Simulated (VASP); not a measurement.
# MgO (Fm-3m) in VASP: notebook

Runs on MgO. Level: PBE. Tasks: vibrations by perturbation theory, elastic constants.

Program: VASP 6.6.1. These are calculated values, not measurements. Logs are shortened: lines on timing, memory, paths and dates and some standing lists are left out, and cuts for length are marked.

## (1) The cell of the first run

Symmetry: Fm-3m, No. 225, cubic system. Conventional cell: a = 4.254 Å, b = 4.254 Å, c = 4.254 Å, α = 90.00°, β = 90.00°, γ = 90.00°. Mg (site symmetry m-3m) has 6 O at 2.13 Å within 2.8 Å. O (site symmetry m-3m) has 6 Mg at 2.13 Å within 2.8 Å.

## (2) Vibrations by perturbation theory, PBE

Input file INCAR:

```
  PREC = Accurate
  ENCUT = 520
  EDIFF = 1E-8
  ISMEAR = 0
  SIGMA = 0.01
  LREAL = F
  LASPH = T
  NELM = 100
  ALGO = Normal
  ISIF = 2
  LWAVE = F
  LCHARG = F
  GGA = PE
  IBRION = 8
  NSW = 1
  LEPSILON = T
```

Input file KPOINTS:

```
Automatic mesh
0
Gamma
  10 10 10
```

Input file POSCAR:

```
MgO
1.0
    0.0000000000      2.1268522619      2.1268522619
    2.1268522619      0.0000000000      2.1268522619
    2.1268522619      2.1268522619      0.0000000000
Mg O
1 1
Direct
    0.0000000000      0.0000000000      0.0000000000
    0.5000000000      0.5000000000      0.5000000000
```

Potentials or basis: VASP PAW PBE potentials, release 64 (Mg, O).

Command:

```bash
$ cat potpaw_PBE.64/Mg/POTCAR potpaw_PBE.64/O/POTCAR > POTCAR
$ mpirun -np 1 vasp_std > vasp.out
```

OUTCAR:

```text
PREC = Accurate
   ENCUT = 520
   EDIFF = 1E-8
   ISMEAR = 0
   LREAL = F
   LASPH = T
   NELM = 100
   ISIF = 2
   GGA = PE
   IBRION = 8
   NSW = 1
   LEPSILON = T

 ion  position               nearest neighbor table
   1  0.000  0.000  0.000-   2 2.13   2 2.13   2 2.13   2 2.13   2 2.13   2 2.13
   2  0.500  0.500  0.500-   1 2.13   1 2.13   1 2.13   1 2.13   1 2.13   1 2.13

  LATTYP: Found a face centered cubic cell.
 ALAT       =     4.2537045238

  Lattice vectors:

 A1 = (   0.0000000000,   2.1268522619,   2.1268522619)
 A2 = (   2.1268522619,   0.0000000000,   2.1268522619)
 A3 = (   2.1268522619,   2.1268522619,   0.0000000000)

Analysis of symmetry for initial positions (statically):
=====================================================================
 Subroutine PRICEL returns:
 Original cell was already a primitive cell.

 Routine SETGRP: Setting up the symmetry group for a
 face centered cubic supercell.

 Subroutine GETGRP returns: Found 48 space group operations
 (whereof 48 operations were pure point group operations)
 out of a pool of 48 trial point group operations.

The static configuration has the point symmetry O_h .

Analysis of symmetry for dynamics (positions and initial velocities):
=====================================================================
 Subroutine PRICEL returns:
 Original cell was already a primitive cell.

 Routine SETGRP: Setting up the symmetry group for a
 face centered cubic supercell.

 Subroutine GETGRP returns: Found 48 space group operations
 (whereof 48 operations were pure point group operations)
 out of a pool of 48 trial point group operations.

The dynamic configuration has the point symmetry O_h .

 Subroutine INISYM returns: Found 48 space group operations
 (whereof 48 operations are pure point group operations),
 and found     1 'primitive' translations

----------------------------------------------------------------------------------------

[... 496 lines left out ...]

 MACROSCOPIC STATIC DIELECTRIC TENSOR (including local field effects in DFT)
 ------------------------------------------------------
           3.170485     0.000000    -0.000000
           0.000000     3.170485    -0.000000
           0.000000     0.000000     3.170485
 ------------------------------------------------------

 PIEZOELECTRIC TENSOR (including local field effects)  for field in x, y, z        (e  Angst)
          XX          YY          ZZ          XY          YZ          ZX
  --------------------------------------------------------------------------------
  x     0.00000     0.00000     0.00000     0.00000     0.00000     0.00000
  y     0.00000     0.00000     0.00000     0.00000     0.00000     0.00000
  z     0.00000     0.00000     0.00000     0.00000     0.00000     0.00000

 PIEZOELECTRIC TENSOR (including local field effects)  for field in x, y, z        (C/m^2)
          XX          YY          ZZ          XY          YZ          ZX
  --------------------------------------------------------------------------------
  x     0.00000     0.00000     0.00000     0.00000     0.00000     0.00000
  y     0.00000     0.00000     0.00000     0.00000     0.00000     0.00000
  z     0.00000     0.00000     0.00000     0.00000     0.00000     0.00000

 BORN EFFECTIVE CHARGES (including local field effects) (in |e|, cummulative output)
 ---------------------------------------------------------------------------------
 ion    1
    1     1.98148     0.00000     0.00000
    2     0.00000     1.98148     0.00000
    3     0.00000     0.00000     1.98148
 ion    2
    1    -1.98148     0.00000     0.00000
    2     0.00000    -1.98148     0.00000
    3     0.00000     0.00000    -1.98148

 INTERNAL STRAIN TENSOR FOR ION    2 for displacements in x,y,z  (eV/Angst):
          X           Y           Z          XY          YZ          ZX
  --------------------------------------------------------------------------------
  x     0.00000     0.00000     0.00000     0.00000     0.00000     0.00000
  y     0.00000     0.00000     0.00000     0.00000     0.00000     0.00000
  z     0.00000     0.00000     0.00000     0.00000     0.00000     0.00000

 SECOND DERIVATIVES (NOT SYMMETRIZED)
 ------------------------------------
               1X          1Y          1Z          2X          2Y          2Z
  1X    -4.792181    0.000000    0.000000    4.792181    0.000000    0.000000
  1Y     0.000000   -4.792181    0.000000    0.000000    4.792181    0.000000
  1Z     0.000000    0.000000   -4.792181    0.000000    0.000000    4.792181
  2X     4.810931    0.000000    0.000000   -4.810931    0.000000    0.000000
  2Y     0.000000    4.810931    0.000000    0.000000   -4.810931    0.000000
  2Z     0.000000    0.000000    4.810931    0.000000    0.000000   -4.810931

 Eigenvectors and eigenvalues of the dynamical matrix
 ----------------------------------------------------

   1 f  =   11.030645 THz    69.307587 2PiTHz  367.942712 cm-1    45.619062 meV
             X         Y         Z           dx          dy          dz
      0.000000  0.000000  0.000000     0.000000    0.629316    0.000000
      2.126852  2.126852  2.126852     0.000000   -0.777149    0.000000
[... 21 lines left out ...]
   6 f/i=    0.010533 THz     0.066182 2PiTHz    0.351350 cm-1     0.043562 meV
             X         Y         Z           dx          dy          dz
      0.000000  0.000000  0.000000     0.000000    0.000000    0.777149
      2.126852  2.126852  2.126852     0.000000    0.000000    0.629316

--------------------------------------------------------------------------------------------------------

 MACROSCOPIC STATIC DIELECTRIC TENSOR IONIC CONTRIBUTION
 ------------------------------------------------------
           7.689896    -0.000000    -0.000000
          -0.000000     7.689896     0.000000
          -0.000000     0.000000     7.689896
 ------------------------------------------------------

 ELASTIC MODULI CONTR FROM IONIC RELAXATION (kBar)
 Direction    XX          YY          ZZ          XY          YZ          ZX
 --------------------------------------------------------------------------------
 XX           0.0000      0.0000      0.0000      0.0000      0.0000      0.0000
 YY           0.0000      0.0000      0.0000      0.0000      0.0000      0.0000
 ZZ           0.0000      0.0000      0.0000      0.0000      0.0000      0.0000
 XY           0.0000      0.0000      0.0000      0.0000      0.0000      0.0000
 YZ           0.0000      0.0000      0.0000      0.0000      0.0000      0.0000
 ZX           0.0000      0.0000      0.0000      0.0000      0.0000      0.0000
 --------------------------------------------------------------------------------

 PIEZOELECTRIC TENSOR IONIC CONTR  for field in x, y, z        (C/m^2)
          XX          YY          ZZ          XY          YZ          ZX
  --------------------------------------------------------------------------------
  x     0.00000     0.00000     0.00000     0.00000     0.00000     0.00000
  y     0.00000     0.00000     0.00000     0.00000     0.00000     0.00000
  z     0.00000     0.00000     0.00000     0.00000     0.00000     0.00000
```

stdout:

```text
POSCAR found type information on POSCAR MgO
 POSCAR found :  2 types and       2 ions
 scaLAPACK will be used
 LDA part: xc-table for (Slater+PW92), standard interpolation
 POSCAR, INCAR and KPOINTS ok, starting setup
 FFT: planning ... GRIDC
 FFT: planning ... GRID_SOFT
 FFT: planning ... GRID
 WAVECAR not read
 entering main loop
[... 23 lines left out ...]
  Direction:   3
 dielectric tensor                  component  3 :     0.038     0.236     3.170
 Linear response DOF=           2
 Linear response progress:
 first order change of Fermi-energy   0.47789E-04
 force on displaced ion       1 direction 1 :  -4.792   0.000   0.000
 Born effective charge ion    1 direction 1 :   1.981   0.000   0.000
 Linear response progress:
 first order change of Fermi-energy   0.12759E-02
 force on displaced ion       2 direction 1 :  -4.811   0.000   0.000
 Born effective charge ion    2 direction 1 :  -1.982   0.000   0.000
 Born effective charges drift removed
 Linear response finished
```

Run time: 3.5 min. Hardware: 1 thread of Intel Xeon 8259CL, shared host; peak memory 0.18 GiB.

What came out:

| Item | Value |
| --- | --- |
| Electronic dielectric tensor (diagonal) | 3.17 |
| Born charges (mean of the diagonal) | Mg +1.98; O -1.98 e |
| Highest phonon frequency at Γ, LO-TO splitting left out | 368 cm⁻¹ |

Phonon frequencies in cm⁻¹ (negative: imaginary):
```
              q point        frequencies
(0.000, 0.000, 0.000)  0 0 0 368 368 368
```

Electronic dielectric tensor:
```
3.17 0.00 0.00
0.00 3.17 0.00
0.00 0.00 3.17
```

Born effective charge tensors (e):
atom 1, Mg
```
1.98 0.00 0.00
0.00 1.98 0.00
0.00 0.00 1.98
```
atom 2, O
```
-1.98  0.00  0.00
 0.00 -1.98  0.00
 0.00  0.00 -1.98
```

## (3) Elastic constants, PBE

Input file INCAR:

```
SYSTEM = MgO
PREC = Accurate
ENCUT = 600
EDIFF = 1E-8
ISMEAR = 0
SIGMA = 0.01
LREAL = .FALSE.
LASPH = .TRUE.
NELM = 100
ALGO = Normal
ISIF = 3
LWAVE = .FALSE.
LCHARG = .FALSE.
GGA = PE
NBANDS = 11
IBRION = 6
NFREE = 2
POTIM = 0.015
NSW = 1
```

Input file KPOINTS:

```
Automatic mesh
0
G
  10 10 10
  0 0 0
```

POSCAR is that of step 2.

Potentials or basis: VASP PAW PBE potentials, release 64 (Mg, O).

Command:

```bash
$ cat potpaw_PBE.64/Mg/POTCAR potpaw_PBE.64/O/POTCAR > POTCAR
$ mpirun -np 1 vasp_std > vasp.out
```

Run time: 7 min. Hardware: 1 thread of Intel Xeon 8259CL, shared host; peak memory 0.26 GiB.

Results (log left out):

```
Elastic constants C11, C12, C44                         : 267, 90, 142 GPa
Voigt bulk modulus                                      : 149 GPa
Highest phonon frequency at Γ, LO-TO splitting left out : 368 cm⁻¹
```

Phonon frequencies in cm⁻¹ (negative: imaginary):
```csv
q point,frequencies
"(0.000, 0.000, 0.000)",0 0 0 368 368 368
```

Elastic tensor in Voigt notation (GPa, in the Cartesian axes of the cell as first typed):
```
267  90  90   0   0   0
 90 267  90   0   0   0
 90  90 267   0   0   0
  0   0   0 142   0   0
  0   0   0   0 142   0
  0   0   0   0   0 142
```

Clamped-ion elastic tensor (GPa):
```
267  90  90   0   0   0
 90 267  90   0   0   0
 90  90 267   0   0   0
  0   0   0 142   0   0
  0   0   0   0 142   0
  0   0   0   0   0 142
```
